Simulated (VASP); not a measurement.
**VGe3: single point with PBE**

The system is VGe3.

```xyz
8
Lattice="4.7680 0.0000 0.0000 0.0000 4.7680 0.0000 0.0000 0.0000 4.7680" Properties=species:S:1:pos:R:3 pbc="T T T"
V     0.0000    0.0000    0.0000
V     2.3840    2.3840    2.3840
Ge    1.1920    0.0000    2.3840
Ge    2.3840    3.5760    0.0000
Ge    3.5760    0.0000    2.3840
Ge    2.3840    1.1920    0.0000
Ge    0.0000    2.3840    3.5760
Ge    0.0000    2.3840    1.1920
```

- Program: VASP 6.6.1
- Task: single point
- Functional: PBE
- Potentials or basis: VASP PAW PBE potentials, release 64 (V_sv, Ge_d)
- Cutoff: 500 eV
- k mesh: 4 × 4 × 4
- Occupations: gaussian, width 0.1 eV
- Spin: collinear spin, ferromagnetic start
- Starting moments: [2.0, 2.0, 0.0, 0.0, 0.0, 0.0, 0.0, 0.0] μB
- Dipole correction: no
- Further INCAR settings: ALGO = Normal; EDIFF = 1e-06; NBANDS = 69

| Item | Value |
| --- | --- |
| Pressure | 29.1 GPa |
| Net moment | 2.47 μB per cell |
| Site moments | V +1.12; Ge -0.01 μB |
| Valence electrons inside the program's atomic spheres | V 11.69; Ge 12.55 |

Levels at points of the mesh, in eV from the Fermi level:
Spin up:
```csv
k point,band 53,band 54,band 55,band 56,band 57,band 58,band 59,band 60
"(0.00, 0.00, 0.00)",-2.48,-1.02,-1.02,-1.02,0.76,0.76,0.76,1.47
"(0.50, 0.00, 0.00)",-0.40,-0.40,-0.36,-0.36,1.15,1.15,1.16,1.16
"(0.50, 0.50, 0.00)",-0.82,-0.82,-0.56,-0.39,0.87,1.70,1.87,1.87
"(0.50, 0.50, 0.50)",-0.81,-0.81,-0.81,-0.81,2.13,2.13,2.13,2.13
```
Spin down:
| k point | band 52 | band 53 | band 54 | band 55 | band 56 | band 57 |
| --- | --- | --- | --- | --- | --- | --- |
| (0.00, 0.00, 0.00) | -2.49 | -2.49 | -0.04 | -0.04 | -0.04 | 0.94 |
| (0.50, 0.00, 0.00) | -1.62 | 0.02 | 0.02 | 0.35 | 0.35 | 1.68 |
| (0.50, 0.50, 0.00) | -1.54 | 0.13 | 0.13 | 0.58 | 0.80 | 0.90 |
| (0.50, 0.50, 0.50) | 0.06 | 0.06 | 0.06 | 0.06 | 0.06 | 2.14 |

Wall time 5.8 min on 1 thread of Oxide Virtual Turin-like Processor (shared host), peak memory 0.26 GiB.

Caveat: the cell stands under pressure.
